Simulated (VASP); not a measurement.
HfGe (zincblende type), 2 atoms in the cell. The structure is cubic, space group F-43m (No. 216). The conventional cell has a = 5.753 Å, b = 5.753 Å, c = 5.753 Å, α = 90.00°, β = 90.00°, γ = 90.00°. Within 3.3 Å of Hf (site symmetry -43m) lie 4 Ge at 2.49 Å. Ge (site symmetry -43m) has 4 Hf at 2.49 Å within 3.3 Å.  This cell differs from its parent crystal: volume scaled by 0.9.

- Program: VASP 6.6.1
- Task: single point
- Functional: LDA
- Potentials or basis: VASP PAW LDA potentials, release 64 (Hf_pv, Ge_d)
- Cutoff: 520 eV
- k mesh: 11 × 11 × 11
- Occupations: fermi-dirac, width 0.05 eV
- Spin: no spin polarisation
- Dipole correction: no
- Further INCAR settings: ALGO = Normal; EDIFF = 1e-06; NBANDS = 19

Potentials or basis: VASP PAW LDA potentials, release 64 (Hf_pv, Ge_d).

The run is started by

```console
$ cat potpaw_LDA.64/Hf_pv/POTCAR potpaw_LDA.64/Ge_d/POTCAR > POTCAR
$ mpirun -np 1 vasp_std > vasp.out
```

Hardware: 1 thread of Intel(R) Xeon(R) Platinum 8559C (Emerald Rapids) (shared host).

Task: Estimate the wall time of this run.

Result: Wall time 34 s on 1 thread of Intel(R) Xeon(R) Platinum 8559C (Emerald Rapids), with other jobs on the host, peak memory 0.18 GiB. Counts: scf iterations 13, k points 56.
